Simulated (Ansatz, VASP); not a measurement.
# One calculation of Cr, two programs

```
Cr
1.0
    -1.40767    1.40767    1.40767
     1.40767   -1.40767    1.40767
     1.40767    1.40767   -1.40767
Cr
1
Direct
  0.00000 0.00000 0.00000
```

Alike in both runs: task relaxation of cell and atoms; functional PBEsol; k mesh 20 × 20 × 20; occupations gaussian, width 0.1 eV; no spin polarisation.

|  | VASP | Ansatz |
| --- | --- | --- |
| version | VASP 6.6.1 | Ansatz 0.2.0 |
| potentials or method | VASP PAW PBE potentials, release 64 (Cr_pv), cutoff 600 eV | scalar-relativistic, plane waves, PAW |
| valence electrons in the cell | 12 | 14 |

```csv
,VASP,Ansatz,Ansatz less VASP
"gap on the k mesh at the Fermi level, each at its own relaxed structure (eV)",none,none,-
relaxed volume (Å³/atom),11.12,11.14,+0.025
relaxed cell length with the largest relative difference (Å),2.435,2.437,+0.0018
```

VASP's potentials were made for PBE, not for PBEsol. A gap of «none» marks a metal or a gap that the smearing closes. VASP's potentials hold 12 valence electrons a cell and Ansatz's 14, so a difference there can come from the potentials and not from the codes.
